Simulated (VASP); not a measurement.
A run of VASP 6.6.1 is set up as follows.

INCAR

```
PREC = Accurate
ENCUT = 520
EDIFF = 1E-6
ISMEAR = 0
SIGMA = 0.1
LREAL = F
LASPH = T
NELM = 100
ALGO = Normal
ISIF = 2
LWAVE = F
LCHARG = F
GGA = PE
NBANDS = 18
```

File KPOINTS:

```
Automatic mesh
0
Gamma
  10 10 10
```

Contents of POSCAR:

```
I
1.0
    0.0000000000      4.9943814795      5.5793420008
    3.2155759818      0.0000000000      5.5793420008
    3.2155759818      4.9943814795      0.0000000000
I
3
Direct
    0.0000000000      0.5000000000      0.0000000000
    0.5000000000      0.0000000000      0.5000000000
    0.0000000000      0.0000000000      0.0000000000
```

Potentials or basis: VASP PAW PBE potentials, release 64 (I).

Launch:

```sh
$ cat potpaw_PBE.64/I/POTCAR > POTCAR
$ mpirun -np 1 vasp_std > vasp.out
```

Q: Estimate the pressure.

A: 0.0 GPa.

Caveat: an odd number of electrons without spin polarisation forces a metal; a magnetic or distorted state may lie lower.
